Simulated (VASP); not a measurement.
# LiF (Fm-3m) in VASP: further runs

The runs below take LiF through single point, relaxation of cell and atoms, with PBEsol.

Program: VASP 6.6.1. These are calculated values, not measurements. Logs are shortened: lines on timing, memory, paths and dates and some standing lists are left out, and cuts for length are marked.

### 1 The cell of the first run

The structure is cubic, space group Fm-3m (No. 225). The conventional cell has a = 4.008 Å, b = 4.008 Å, c = 4.008 Å, α = 90.00°, β = 90.00°, γ = 90.00°. Li (site symmetry m-3m) has 6 F at 2.00 Å within 2.7 Å. F (site symmetry m-3m) has 6 Li at 2.00 Å within 2.7 Å.

### 2 Single point, PBEsol

Contents of INCAR:

```
  PREC = Accurate
  ENCUT = 750
  EDIFF = 1E-6
  ISMEAR = 0
  SIGMA = 0.02
  LREAL = False
  LASPH = True
  NELM = 120
  ALGO = Normal
  ISIF = 2
  LWAVE = False
  LCHARG = False
  GGA = PS
  NBANDS = 12
  GGA_COMPAT = False
```

Contents of KPOINTS:

```
Automatic mesh
0
Gamma
  10 10 10
```

Contents of POSCAR:

```
LiF
1.0
    0.0000000000      2.0040458936      2.0040458936
    2.0040458936      0.0000000000      2.0040458936
    2.0040458936      2.0040458936      0.0000000000
Li F
1 1
Direct
    0.0000000000      0.0000000000      0.0000000000
    0.5000000000      0.5000000000      0.5000000000
```

Potentials or basis: VASP PAW PBE potentials, release 64 (Li_sv, F).

The run is started by

```
> cat potpaw_PBE.64/Li_sv/POTCAR potpaw_PBE.64/F/POTCAR > POTCAR
> mpirun -np 1 vasp_std > vasp.out
```

OUTCAR:

```text
PREC = Accurate
   ENCUT = 750
   EDIFF = 1E-6
   ISMEAR = 0
   LREAL = False
   LASPH = True
   NELM = 120
   ISIF = 2
   GGA = PS

 ion  position               nearest neighbor table
   1  0.000  0.000  0.000-   2 2.00   2 2.00   2 2.00   2 2.00   2 2.00   2 2.00
   2  0.500  0.500  0.500-   1 2.00   1 2.00   1 2.00   1 2.00   1 2.00   1 2.00

  LATTYP: Found a face centered cubic cell.
 ALAT       =     4.0080917872

  Lattice vectors:

 A1 = (   0.0000000000,   2.0040458936,   2.0040458936)
 A2 = (   2.0040458936,   0.0000000000,   2.0040458936)
 A3 = (   2.0040458936,   2.0040458936,   0.0000000000)

Analysis of symmetry for initial positions (statically):
=====================================================================
 Subroutine PRICEL returns:
 Original cell was already a primitive cell.

 Routine SETGRP: Setting up the symmetry group for a
 face centered cubic supercell.

 Subroutine GETGRP returns: Found 48 space group operations
 (whereof 48 operations were pure point group operations)
 out of a pool of 48 trial point group operations.

The static configuration has the point symmetry O_h .

Analysis of symmetry for dynamics (positions and initial velocities):
=====================================================================
 Subroutine PRICEL returns:
 Original cell was already a primitive cell.

 Routine SETGRP: Setting up the symmetry group for a
 face centered cubic supercell.

 Subroutine GETGRP returns: Found 48 space group operations
 (whereof 48 operations were pure point group operations)
 out of a pool of 48 trial point group operations.

The dynamic configuration has the point symmetry O_h .

 Subroutine INISYM returns: Found 48 space group operations
 (whereof 48 operations are pure point group operations),
 and found     1 'primitive' translations

----------------------------------------------------------------------------------------

                                     Primitive cell

  volume of cell :      16.0973

  direct lattice vectors                    reciprocal lattice vectors
     0.000000000  2.004045894  2.004045894    -0.249495284  0.249495284  0.249495284
     2.004045894  0.000000000  2.004045894     0.249495284 -0.249495284  0.249495284
     2.004045894  2.004045894  0.000000000     0.249495284  0.249495284 -0.249495284

  length of vectors
     2.834148882  2.834148882  2.834148882     0.432138509  0.432138509  0.432138509

  position of ions in fractional coordinates (direct lattice)
     0.000000000  0.000000000  0.000000000
     0.500000000  0.500000000  0.500000000

  ion indices of the primitive-cell ions
   primitive index   ion index
                 1           1
                 2           2

----------------------------------------------------------------------------------------

 KPOINTS: Automatic mesh

Automatic generation of k-mesh.
 Grid dimensions read from file:
 generate k-points for:   10   10   10

 Generating k-lattice:

  Cartesian coordinates                     Fractional coordinates (reciprocal lattice)
    -0.024949528  0.024949528  0.024949528     0.100000000  0.000000000  0.000000000
     0.024949528 -0.024949528  0.024949528     0.000000000  0.100000000  0.000000000
     0.024949528  0.024949528 -0.024949528     0.000000000  0.000000000  0.100000000

  Length of vectors
     0.043213851  0.043213851  0.043213851

  Shift w.r.t. Gamma in fractional coordinates (k-lattice)
     0.000000000  0.000000000  0.000000000

 Subroutine IBZKPT returns following result:
 ===========================================

 Found     47 irreducible k-points:

 Following reciprocal coordinates:
            Coordinates               Weight
  0.000000  0.000000  0.000000      1.000000
  0.100000  0.000000  0.000000      8.000000
  0.200000  0.000000  0.000000      8.000000
  0.300000  0.000000  0.000000      8.000000
  0.400000  0.000000  0.000000      8.000000
  0.500000  0.000000  0.000000      4.000000
[... 16 lines left out ...]
  0.300000  0.300000  0.000000      6.000000
  0.400000  0.300000  0.000000     24.000000
 [... further k-points ...]
   k-points           NKPTS =     47   k-points in BZ     NKDIM =     47   number of bands    NBANDS=     12
   number of dos      NEDOS =    301   number of ions     NIONS =      2
   total plane-waves  NPLWV =  21952
   dimension x,y,z NGX =    28 NGY =   28 NGZ =   28
   dimension x,y,z NGXF=    56 NGYF=   56 NGZF=   56
   ions per type =               1   1
   NGX,Y,Z   is equivalent  to a cutoff of  16.42, 16.42, 16.42 a.u.
   NGXF,Y,Z  is equivalent  to a cutoff of  32.85, 32.85, 32.85 a.u.
 SYSTEM =  unknown system
   PREC   = accura    normal or accurate (medium, high low for compatibility)
   ISTART =      0    job   : 0-new  1-cont  2-samecut
   ICHARG =      2    charge: 1-file 2-atom 10-const
   ISPIN  =      1    spin polarized calculation?
   LNONCOLLINEAR =      F non collinear calculations
   LSORBIT =      F    spin-orbit coupling
   LASPH  =      T    aspherical Exc in radial PAW
   ENCUT  =  750.0 eV  55.12 Ry    7.42 a.u.   6.33  6.33  6.33*2*pi/ulx,y,z
   NELM   =    120;   NELMIN=  2; NELMDL= -5     # of ELM steps
   EDIFF  = 0.1E-05   stopping-criterion for ELM
   LREAL  =      F    real-space projection
   EDIFFG = 0.1E-04   stopping-criterion for IOM
   NSW    =      0    number of steps for IOM
   IBRION =     -1    ionic relax: 0-MD 1-quasi-New 2-CG
   NFREE  =      0    steps in history (QN), initial steepest desc. (CG)
   ISIF   =      2    stress and relaxation
   ISYM   =      2    0-nonsym 1-usesym 2-fastsym
   POTIM  = 0.5000    time-step for ionic-motion
   TEBEG  =    0.0;   TEEND  =   0.0 temperature during run
   PSTRESS=    0.0 pullay stress
   NELECT =      10.0000    total number of electrons
   NUPDOWN=      -1.0000    fix difference up-down
   EMIN   =  10.00;   EMAX   =-10.00  energy-range for DOS
   EFERMI =   0.00;   METHOD = LEGACY
   ISMEAR =     0;   SIGMA  =   0.02  broadening in eV -4-tet -1-fermi 0-gaus
   EFERMI_NEDOS =   21; number of points for ismear=-14 and -15
   IALGO  =     38    algorithm
   IMIX   =      4    mixing-type and parameters
     AMIX     =   0.40;   BMIX     =  1.00
     AMIX_MAG =   1.60;   BMIX_MAG =  1.00
  volume/ion in A,a.u.               =       8.05        54.31
  Fermi-wavevector in a.u.,A,eV,Ry     =   1.396874  2.639709 26.548455  1.951256
  Thomas-Fermi vector in A             =   2.520185
   LORBIT       =      0    0 simple, 1 ext, 2 COOP (PROOUT), +10 PAW based schemes
   GGA     = PS    functional components
   LHFCALC =     F    Hartree Fock is set to
   AEXX    =    0.0000 exact exchange contribution
   IVDW    =     0    specifies the selected vdW correction
   LEPSILON=     F    determine dielectric tensor
   LRPA    =     F    only Hartree local field effects (RPA)
 non-spin polarized calculation
 Gauss-broadening in eV      SIGMA  =   0.02
  energy-cutoff  :      750.00
  volume of cell :       16.10
 maximum number of plane-waves:       763
 NGX is ok and might be reduce to    28
   NGX = 13   NGY = 13   NGZ = 13

 number of electron      10.0000004 magnetization

 Free energy of the ion-electron system (eV)
  ---------------------------------------------------
  ext. energy  EPLUGINS =         0.00000000
  ---------------------------------------------------
  free energy    TOTEN  =        -9.85765068 eV

  energy without entropy =       -9.85765068  energy(sigma->0) =       -9.85765068

 E-fermi :  -0.6970     XC(G=0): -10.2775

 val. band max:       -1.0278782391   @ k =   0.0000   0.0000   0.0000
 cond. band min:       8.0105552086   @ k =   0.0000   0.0000   0.0000
 fundamental gap:      9.0384334477
 Fermi energy:        -0.6969783747

 k-point     1 :       0.0000    0.0000    0.0000
  band No.  band energies     occupation
      1     -41.1878      2.00000
      2     -20.9311      2.00000
      3      -1.0279      2.00000
      4      -1.0279      2.00000
      5      -1.0279      2.00000
      6       8.0106      0.00000
      7      22.9971      0.00000
      8      22.9971      0.00000
      9      22.9971      0.00000
     10      23.2350      0.00000
     11      23.2350      0.00000
     12      23.2350      0.00000

 k-point     2 :       0.1000    0.0000    0.0000
  band No.  band energies     occupation
      1     -41.1812      2.00000
      2     -20.8908      2.00000
      3      -1.3266      2.00000
      4      -1.0517      2.00000
      5      -1.0517      2.00000
      6       8.3054      0.00000
      7      20.1923      0.00000
      8      21.6938      0.00000
      9      21.6938      0.00000
     10      24.3204      0.00000
     11      24.3204      0.00000
     12      24.3696      0.00000

 k-point     3 :       0.2000    0.0000    0.0000
  band No.  band energies     occupation
      1     -41.1642      2.00000
      2     -20.7825      2.00000
      3      -2.0411      2.00000
      4      -1.1132      2.00000
      5      -1.1132      2.00000
      6       8.9529      0.00000
      7      17.7022      0.00000
      8      20.1882      0.00000
      9      20.1882      0.00000
     10      25.3484      0.00000
     11      25.6752      0.00000
     12      25.6752      0.00000
[... 286 lines left out ...]
 k-point    23 :       0.3000    0.3000    0.0000
  band No.  band energies     occupation
      1     -41.1307      2.00000
      2     -20.4937      2.00000
      3      -3.0042      2.00000
      4      -1.7152      2.00000
      5      -1.7152      2.00000
      6      11.2037      0.00000
      7      16.7144      0.00000
      8      18.0277      0.00000
      9      19.3923      0.00000
     10      19.3923      0.00000
     11      33.6856      0.00000
     12      33.7026      0.00000

 k-point    24 :       0.4000    0.3000    0.0000
  band No.  band energies     occupation
      1     -41.1181      2.00000
      2     -20.3773      2.00000
      3      -3.4363      2.00000
      4      -1.9340      2.00000
      5      -1.8171      2.00000
      6      12.0203      0.00000
      7      15.6044      0.00000
      8      17.5258      0.00000
      9      19.1442      0.00000
     10      20.1882      0.00000
     11      33.1301      0.00000
     12      34.0050      0.00000

 [... further k-points ...]
[... 5 lines left out ...]
  --------------------------------------------------------------------------------------
  -------------------------------------------------------------------------------------
  Total       -0.0414214     -0.0414214     -0.0414214      0.0000000      0.0000000     -0.0000000
  in kB       -4.1227027     -4.1227027     -4.1227027      0.0000000      0.0000000     -0.0000000
  external PRESSURE =      -4.1227027 kB  Pullay stress =       0.0000000 kB

 VOLUME and BASIS-vectors are now :
 -----------------------------------------------------------------------------
  energy-cutoff  :      750.00
  volume of cell :       16.10
      direct lattice vectors                 reciprocal lattice vectors
     0.000000000  2.004045894  2.004045894    -0.249495284  0.249495284  0.249495284
     2.004045894  0.000000000  2.004045894     0.249495284 -0.249495284  0.249495284
     2.004045894  2.004045894  0.000000000     0.249495284  0.249495284 -0.249495284

 POSITION                                       TOTAL-FORCE (eV/Angst)
 -----------------------------------------------------------------------------------
      0.00000      0.00000      0.00000         0.000000      0.000000      0.000000
      2.00405      2.00405      2.00405        -0.000000     -0.000000     -0.000000
 -----------------------------------------------------------------------------------
    total drift:                                0.000000      0.000000      0.000000

  FREE ENERGIE OF THE ION-ELECTRON SYSTEM (eV)
  ---------------------------------------------------
  free  energy   TOTEN  =        -9.8576506811 eV

  energy  without entropy=       -9.8576506811  energy(sigma->0) =       -9.85765068
```

Run time: 15 s. Hardware: 1 thread of AMD EPYC 7R43 (Zen 3), shared host; peak memory 0.12 GiB.

What came out:

- Free energy: -9.8577 eV
- Pressure: -0.4 GPa
- Band gap on the k mesh: 9.04 eV

Levels at points of the mesh, in eV from the valence-band top:
| k point | band 3 | band 4 | band 5 | band 6 | band 7 | band 8 |
| --- | --- | --- | --- | --- | --- | --- |
| (0.00, 0.00, 0.00) | 0.00 | 0.00 | 0.00 | 9.04 | 24.02 | 24.02 |
| (0.50, 0.00, 0.00) | -2.61 | -0.24 | -0.24 | 10.65 | 16.72 | 18.87 |
| (0.50, 0.50, 0.00) | -3.13 | -1.03 | -1.03 | 14.77 | 16.27 | 17.49 |

Caveat: the PAW data sets were made with another functional, which shifts forces and pressure a little. A k mesh can miss the band edges.

### 3 Relaxation of cell and atoms, PBEsol

This run uses another cell than the first one, of 8.41 Å³/atom.

Contents of INCAR:

```
ALGO = Normal
EDIFF = 1E-7
EDIFFG = -0.005
ENCUT = 750
GGA = PS
GGA_COMPAT = F
IBRION = 2
ISIF = 3
ISMEAR = 0
LASPH = T
LCHARG = F
LREAL = F
LWAVE = F
NELM = 120
NELMIN = 4
NSW = 70
PREC = Accurate
SIGMA = 0.02
```

Contents of KPOINTS:

```
k-points
0
Gamma
  10 10 10
```

Contents of POSCAR:

```
LiF
1.0
    0.0000000000      2.0335339274      2.0335339274
    2.0335339274      0.0000000000      2.0335339274
    2.0335339274      2.0335339274      0.0000000000
Li F
1 1
Direct
    0.0000000000      0.0000000000      0.0000000000
    0.5000000000      0.5000000000      0.5000000000
```

Potentials or basis: VASP PAW PBE potentials, release 64 (Li_sv, F).

The run is started by

```
> cat potpaw_PBE.64/Li_sv/POTCAR potpaw_PBE.64/F/POTCAR > POTCAR
> mpirun -np 1 vasp_std > vasp.out
```

Wall time 37 s (1 thread of AMD EPYC 7R43 (Zen 3), shared host); peak memory 0.13 GiB.

The run converged. Its results:

```yaml
Free_energy: -9.8596 eV
Relaxed_volume: 8.01 Å³/atom
Relaxed_cell: a = 2.830 Å, b = 2.830 Å, c = 2.830 Å, α = 60.00°, β = 60.00°, γ = 60.00°
Space_group_after_relaxing_to_0.1_Å: Fm-3m (No. 225)
Energy_gained_by_relaxing: 4.3 meV/atom
Ionic_steps: 4
Pressure_after_relaxing: 0.0 GPa
Band_gap_on_the_k_mesh: 9.08 eV
```

Step by step:
| step | energy change (eV) | largest force (eV/Å) | pressure (GPa) | volume (Å³) |
| --- | --- | --- | --- | --- |
| 1 | 0.0000 | 0.0000 | -3.35 | 16.82 |
| 2 | -0.0067 | 0.0000 | -1.66 | 16.39 |
| 3 | -0.0086 | 0.0000 | -0.14 | 16.05 |
| 4 | -0.0087 | 0.0000 | -0.01 | 16.03 |

Final structure:
```xyz
2
Lattice="0.0000 2.0010 2.0010 2.0010 0.0000 2.0010 2.0010 2.0010 0.0000" Properties=species:S:1:pos:R:3 pbc="T T T"
Li    2.0010    0.0000    2.0010
F     2.0010    2.0010    2.0010
```

Levels at points of the mesh, in eV from the valence-band top:
```tsv
k point	band 1	band 2	band 3	band 4	band 5	band 6	band 7	band 8	band 9
(0.00, 0.00, 0.00)	-40.15	-19.92	0.00	0.00	0.00	9.08	24.08	24.08	24.08
(0.50, 0.00, 0.00)	-40.08	-19.46	-2.62	-0.24	-0.24	10.68	16.77	18.90	18.90
(0.50, 0.50, 0.00)	-40.06	-19.17	-3.15	-1.04	-1.04	14.81	16.29	17.54	20.31
```

Caveat: the PAW data sets were made with another functional, which shifts forces and pressure a little.
